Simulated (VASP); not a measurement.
# Al3NiSn (Pm-3m) in VASP: a series of runs

Runs on Al3NiSn. Level: PBE. Tasks: single point, relaxation of cell and atoms.

All numbers are computed with VASP 6.6.1; they aren't measurements. Logs are shortened: lines on timing, memory, paths and dates and some standing lists are left out, and cuts for length are marked.

### Step 1. The cell of the first run

It takes space group Pm-3m (No. 221, cubic). The conventional cell has a = 4.587 Å, b = 4.587 Å, c = 4.587 Å, α = 90.00°, β = 90.00°, γ = 90.00°. Al (site symmetry 4/mmm) has 2 Ni at 2.29 Å within 3.0 Å. Within 3.0 Å of Ni (site symmetry m-3m) lie 6 Al at 2.29 Å. Within 4.3 Å of Sn (site symmetry m-3m) lie 12 Al at 3.24 Å and 8 Ni at 3.97 Å.

### Step 2. Single point, PBE

INCAR reads:

```
  PREC = Accurate
  ENCUT = 520
  EDIFF = 1E-6
  ISMEAR = 0
  SIGMA = 0.1
  LREAL = F
  LASPH = T
  NELM = 100
  ALGO = Normal
  ISIF = 2
  LWAVE = F
  LCHARG = F
  GGA = PE
  NBANDS = 24
```

KPOINTS reads:

```
regular mesh
0
Gamma
  8 8 8
```

POSCAR reads:

```
Al3NiSn
1.0
    4.5871319660      0.0000000000      0.0000000000
    0.0000000000      4.5871319660      0.0000000000
    0.0000000000      0.0000000000      4.5871319660
Al Ni Sn
3 1 1
Direct
    0.5000000000      0.0000000000      0.0000000000
    0.0000000000      0.5000000000      0.0000000000
    0.0000000000      0.0000000000      0.5000000000
    0.0000000000      0.0000000000      0.0000000000
    0.5000000000      0.5000000000      0.5000000000
```

Potentials or basis: VASP PAW PBE potentials, release 64 (Al, Ni, Sn_d).

The run is started by

```
$ cat potpaw_PBE.64/Al/POTCAR potpaw_PBE.64/Ni/POTCAR potpaw_PBE.64/Sn_d/POTCAR > POTCAR
$ mpirun -np 1 vasp_std > vasp.out
```

OUTCAR:

```text
PREC = Accurate
   ENCUT = 520
   EDIFF = 1E-6
   ISMEAR = 0
   LREAL = F
   LASPH = T
   NELM = 100
   ISIF = 2
   GGA = PE

 ion  position               nearest neighbor table
   1  0.500  0.000  0.000-   4 2.29   4 2.29   2 3.24   5 3.24   3 3.24   5 3.24   2 3.24   5 3.24
                             5 3.24   2 3.24   3 3.24   3 3.24   3 3.24   2 3.24
   2  0.000  0.500  0.000-   4 2.29   4 2.29   1 3.24   5 3.24   3 3.24   5 3.24   1 3.24   3 3.24
                             3 3.24   3 3.24   1 3.24   5 3.24   5 3.24   1 3.24
   3  0.000  0.000  0.500-   4 2.29   4 2.29   1 3.24   5 3.24   1 3.24   2 3.24   2 3.24   2 3.24
                             5 3.24   2 3.24   1 3.24   5 3.24   1 3.24   5 3.24
   4  0.000  0.000  0.000-   1 2.29   2 2.29   3 2.29   3 2.29   2 2.29   1 2.29
   5  0.500  0.500  0.500-   1 3.24   2 3.24   3 3.24   1 3.24   2 3.24   1 3.24   3 3.24   1 3.24
                             2 3.24   3 3.24   2 3.24   3 3.24

  LATTYP: Found a simple cubic cell.
 ALAT       =     4.5871319660

  Lattice vectors:

 A1 = (   4.5871319660,   0.0000000000,   0.0000000000)
 A2 = (   0.0000000000,   4.5871319660,   0.0000000000)
 A3 = (   0.0000000000,   0.0000000000,   4.5871319660)

Analysis of symmetry for initial positions (statically):
=====================================================================
 Subroutine PRICEL returns:
 Original cell was already a primitive cell.

 Routine SETGRP: Setting up the symmetry group for a
 simple cubic supercell.

 Subroutine GETGRP returns: Found 48 space group operations
 (whereof 48 operations were pure point group operations)
 out of a pool of 48 trial point group operations.

The static configuration has the point symmetry O_h .

Analysis of symmetry for dynamics (positions and initial velocities):
=====================================================================
 Subroutine PRICEL returns:
 Original cell was already a primitive cell.

 Routine SETGRP: Setting up the symmetry group for a
 simple cubic supercell.

 Subroutine GETGRP returns: Found 48 space group operations
 (whereof 48 operations were pure point group operations)
 out of a pool of 48 trial point group operations.

The dynamic configuration has the point symmetry O_h .

 Subroutine INISYM returns: Found 48 space group operations
 (whereof 48 operations are pure point group operations),
 and found     1 'primitive' translations

----------------------------------------------------------------------------------------

                                     Primitive cell

  volume of cell :      96.5214

  direct lattice vectors                    reciprocal lattice vectors
     4.587131966  0.000000000  0.000000000     0.218001140  0.000000000  0.000000000
     0.000000000  4.587131966  0.000000000     0.000000000  0.218001140  0.000000000
     0.000000000  0.000000000  4.587131966     0.000000000  0.000000000  0.218001140

  length of vectors
     4.587131966  4.587131966  4.587131966     0.218001140  0.218001140  0.218001140

  position of ions in fractional coordinates (direct lattice)
     0.500000000  0.000000000  0.000000000
     0.000000000  0.500000000  0.000000000
     0.000000000  0.000000000  0.500000000
     0.000000000  0.000000000  0.000000000
     0.500000000  0.500000000  0.500000000

  ion indices of the primitive-cell ions
   primitive index   ion index
                 1           1
                 2           2
                 3           3
                 4           4
                 5           5

----------------------------------------------------------------------------------------

 KPOINTS: regular mesh

Automatic generation of k-mesh.
 Grid dimensions read from file:
 generate k-points for:    8    8    8

 Generating k-lattice:

  Cartesian coordinates                     Fractional coordinates (reciprocal lattice)
     0.027250143  0.000000000  0.000000000     0.125000000  0.000000000  0.000000000
     0.000000000  0.027250143  0.000000000     0.000000000  0.125000000  0.000000000
     0.000000000  0.000000000  0.027250143     0.000000000  0.000000000  0.125000000

  Length of vectors
     0.027250143  0.027250143  0.027250143

  Shift w.r.t. Gamma in fractional coordinates (k-lattice)
     0.000000000  0.000000000  0.000000000

 Subroutine IBZKPT returns following result:
 ===========================================

 Found     35 irreducible k-points:

 Following reciprocal coordinates:
            Coordinates               Weight
  0.000000  0.000000  0.000000      1.000000
  0.125000  0.000000  0.000000      6.000000
  0.250000  0.000000  0.000000      6.000000
  0.375000  0.000000  0.000000      6.000000
  0.500000  0.000000  0.000000      3.000000
  0.125000  0.125000  0.000000     12.000000
[... 16 lines left out ...]
  0.375000  0.375000  0.125000     24.000000
  0.500000  0.375000  0.125000     24.000000
 [... further k-points ...]
   k-points           NKPTS =     35   k-points in BZ     NKDIM =     35   number of bands    NBANDS=     24
   number of dos      NEDOS =    301   number of ions     NIONS =      5
   total plane-waves  NPLWV =  46656
   dimension x,y,z NGX =    36 NGY =   36 NGZ =   36
   dimension x,y,z NGXF=    72 NGYF=   72 NGZF=   72
   ions per type =               3   1   1
   NGX,Y,Z   is equivalent  to a cutoff of  13.05, 13.05, 13.05 a.u.
   NGXF,Y,Z  is equivalent  to a cutoff of  26.09, 26.09, 26.09 a.u.
 SYSTEM =  unknown system
   PREC   = accura    normal or accurate (medium, high low for compatibility)
   ISTART =      0    job   : 0-new  1-cont  2-samecut
   ICHARG =      2    charge: 1-file 2-atom 10-const
   ISPIN  =      1    spin polarized calculation?
   LNONCOLLINEAR =      F non collinear calculations
   LSORBIT =      F    spin-orbit coupling
   LASPH  =      T    aspherical Exc in radial PAW
   ENCUT  =  520.0 eV  38.22 Ry    6.18 a.u.   8.53  8.53  8.53*2*pi/ulx,y,z
   NELM   =    100;   NELMIN=  2; NELMDL= -5     # of ELM steps
   EDIFF  = 0.1E-05   stopping-criterion for ELM
   LREAL  =      F    real-space projection
   EDIFFG = 0.1E-04   stopping-criterion for IOM
   NSW    =      0    number of steps for IOM
   IBRION =     -1    ionic relax: 0-MD 1-quasi-New 2-CG
   NFREE  =      0    steps in history (QN), initial steepest desc. (CG)
   ISIF   =      2    stress and relaxation
   ISYM   =      2    0-nonsym 1-usesym 2-fastsym
   POTIM  = 0.5000    time-step for ionic-motion
   TEBEG  =    0.0;   TEEND  =   0.0 temperature during run
   PSTRESS=    0.0 pullay stress
   NELECT =      33.0000    total number of electrons
   NUPDOWN=      -1.0000    fix difference up-down
   EMIN   =  10.00;   EMAX   =-10.00  energy-range for DOS
   EFERMI =   0.00;   METHOD = LEGACY
   ISMEAR =     0;   SIGMA  =   0.10  broadening in eV -4-tet -1-fermi 0-gaus
   EFERMI_NEDOS =   21; number of points for ismear=-14 and -15
   IALGO  =     38    algorithm
   IMIX   =      4    mixing-type and parameters
     AMIX     =   0.40;   BMIX     =  1.00
     AMIX_MAG =   1.60;   BMIX_MAG =  1.00
  volume/ion in A,a.u.               =      19.30       130.27
  Fermi-wavevector in a.u.,A,eV,Ry     =   1.144735  2.163235 17.829318  1.310418
  Thomas-Fermi vector in A             =   2.281426
   LORBIT       =      0    0 simple, 1 ext, 2 COOP (PROOUT), +10 PAW based schemes
   GGA     = PE    functional components
   LHFCALC =     F    Hartree Fock is set to
   AEXX    =    0.0000 exact exchange contribution
   IVDW    =     0    specifies the selected vdW correction
   LEPSILON=     F    determine dielectric tensor
   LRPA    =     F    only Hartree local field effects (RPA)
 non-spin polarized calculation
 Gauss-broadening in eV      SIGMA  =   0.10
  energy-cutoff  :      520.00
  volume of cell :       96.52
 maximum number of plane-waves:      2624
 NGX is ok and might be reduce to    36
   NGX = 17   NGY = 17   NGZ = 17

 number of electron      33.0000016 magnetization

 Free energy of the ion-electron system (eV)
  ---------------------------------------------------
  ext. energy  EPLUGINS =         0.00000000
  ---------------------------------------------------
  free energy    TOTEN  =       -20.60213115 eV

  energy without entropy =      -20.58845170  energy(sigma->0) =      -20.59529143

 E-fermi :   7.2500     XC(G=0): -10.1547

 val. band max:        7.2093236678   @ k =   0.3750   0.3750   0.2500
 cond. band min:       7.2656865104   @ k =   0.5000   0.5000   0.0000
 fundamental gap:      0.0563628426
 Fermi energy:         7.2500238936

 k-point     1 :       0.0000    0.0000    0.0000
  band No.  band energies     occupation
      1     -14.3063      2.00000
      2     -14.3063      2.00000
      3     -14.3021      2.00000
      4     -14.3021      2.00000
      5     -14.3021      2.00000
      6      -3.0986      2.00000
[... 16 lines left out ...]
     23      10.8153      0.00000
     24      12.4818      0.00000

 k-point     2 :       0.1250    0.0000    0.0000
  band No.  band energies     occupation
      1     -14.3062      2.00000
      2     -14.3052      2.00000
      3     -14.3024      2.00000
      4     -14.3024      2.00000
      5     -14.3020      2.00000
      6      -2.9883      2.00000
[... 16 lines left out ...]
     23      10.6916      0.00000
     24      12.9869      0.00000

 k-point     3 :       0.2500    0.0000    0.0000
  band No.  band energies     occupation
      1     -14.3061      2.00000
      2     -14.3032      2.00000
      3     -14.3032      2.00000
      4     -14.3027      2.00000
      5     -14.3020      2.00000
      6      -2.6595      2.00000
[... 16 lines left out ...]
     23      10.9192      0.00000
     24      13.3067      0.00000
[... 514 lines left out ...]
 k-point    23 :       0.3750    0.3750    0.1250
  band No.  band energies     occupation
      1     -14.3064      2.00000
      2     -14.3042      2.00000
      3     -14.3042      2.00000
      4     -14.3018      2.00000
      5     -14.2968      2.00000
      6      -1.1056      2.00000
[... 16 lines left out ...]
     23      11.7895      0.00000
     24      12.2161      0.00000

 k-point    24 :       0.5000    0.3750    0.1250
  band No.  band energies     occupation
      1     -14.3068      2.00000
      2     -14.3045      2.00000
      3     -14.3042      2.00000
      4     -14.3015      2.00000
      5     -14.2959      2.00000
      6      -0.6842      2.00000
[... 16 lines left out ...]
     23      12.3487      0.00000
     24      12.3512      0.00000

 [... further k-points ...]

------------------------ aborting loop because EDIFF is reached ----------------------------------------

  FORCE on cell =-STRESS in cart. coord.  units (eV):
  Direction    XX          YY          ZZ          XY          YZ          ZX
  --------------------------------------------------------------------------------------
  -------------------------------------------------------------------------------------
  Total       -0.0565234     -0.0565234     -0.0565234      0.0000000      0.0000000     -0.0000000
  in kB       -0.9382419     -0.9382419     -0.9382419      0.0000000      0.0000000     -0.0000000
  external PRESSURE =      -0.9382419 kB  Pullay stress =       0.0000000 kB

 VOLUME and BASIS-vectors are now :
 -----------------------------------------------------------------------------
  energy-cutoff  :      520.00
  volume of cell :       96.52
      direct lattice vectors                 reciprocal lattice vectors
     4.587131966  0.000000000  0.000000000     0.218001140  0.000000000  0.000000000
     0.000000000  4.587131966  0.000000000     0.000000000  0.218001140  0.000000000
     0.000000000  0.000000000  4.587131966     0.000000000  0.000000000  0.218001140

 POSITION                                       TOTAL-FORCE (eV/Angst)
 -----------------------------------------------------------------------------------
      2.29357      0.00000      0.00000         0.000000      0.000000      0.000000
      0.00000      2.29357      0.00000         0.000000      0.000000      0.000000
      0.00000      0.00000      2.29357         0.000000      0.000000      0.000000
      0.00000      0.00000      0.00000         0.000000      0.000000      0.000000
      2.29357      2.29357      2.29357         0.000000      0.000000      0.000000
 -----------------------------------------------------------------------------------
    total drift:                                0.000000      0.000000      0.000000

  FREE ENERGIE OF THE ION-ELECTRON SYSTEM (eV)
  ---------------------------------------------------
  free  energy   TOTEN  =       -20.6021311468 eV

  energy  without entropy=      -20.5884517047  energy(sigma->0) =      -20.59529143
```

Wall time 49 s (1 thread of AMD EPYC 7R13 (Zen 3), shared host); peak memory 0.22 GiB.

What came out:

```yaml
Free_energy: -20.6021 eV
Pressure: -0.1 GPa
```

Caveat: spin-orbit coupling is left out, which moves the levels of the heavy elements.

(Continued in part 2 of 2.)
